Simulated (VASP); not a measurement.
Si: single point with PBE

The system is Si, a slab with vacuum.

```
CELL_PARAMETERS angstrom
3.86771 0.00000 0.00000
0.00000 3.86771 0.00000
0.00000 0.00000 27.30697
ATOMIC_POSITIONS crystal
Si 0.00000 0.50000 0.27466
Si 0.00000 0.00000 0.32473
Si 0.50000 0.00000 0.37481
Si 0.50000 0.50000 0.42489
Si 0.00000 0.50000 0.47496
Si 0.00000 0.00000 0.52504
Si 0.50000 0.00000 0.57511
Si 0.50000 0.50000 0.62519
Si 0.00000 0.50000 0.67527
Si 0.00000 0.00000 0.72534
```

```yaml
Program: VASP 6.6.1
Task: single point
Functional: PBE
Potentials_or_basis: VASP PAW PBE potentials, release 64 (Si)
Cutoff: 520 eV
k_mesh: 7 × 7 × 1
Occupations: fermi-dirac, width 0.025 eV
Spin: no spin polarisation
```

| Quantity | Value |
| --- | --- |
| Largest force | 0.099 eV/Å |
| Band gap on the k mesh | zero (bands 20 and 21 overlap by 0.82 eV) |

Forces on the atoms (eV/Å):
```
Si   0.000  0.000  0.099
Si   0.000  0.000 -0.046
Si   0.000  0.000  0.037
Si   0.000  0.000 -0.093
Si   0.000  0.000  0.023
Si   0.000  0.000 -0.023
Si   0.000  0.000  0.093
Si   0.000  0.000 -0.037
Si   0.000  0.000  0.046
Si   0.000  0.000 -0.099
```

Levels at points of the mesh, in eV from the Fermi level:
```tsv
k point	band 18	band 19	band 20	band 21	band 22	band 23
(0.00, 0.00, 0.00)	-0.15	-0.06	0.41	0.97	0.97	1.55
```

Wall time 10 min on 1 thread of Intel Xeon 8259CL, on a shared host, peak memory 0.5 GiB.
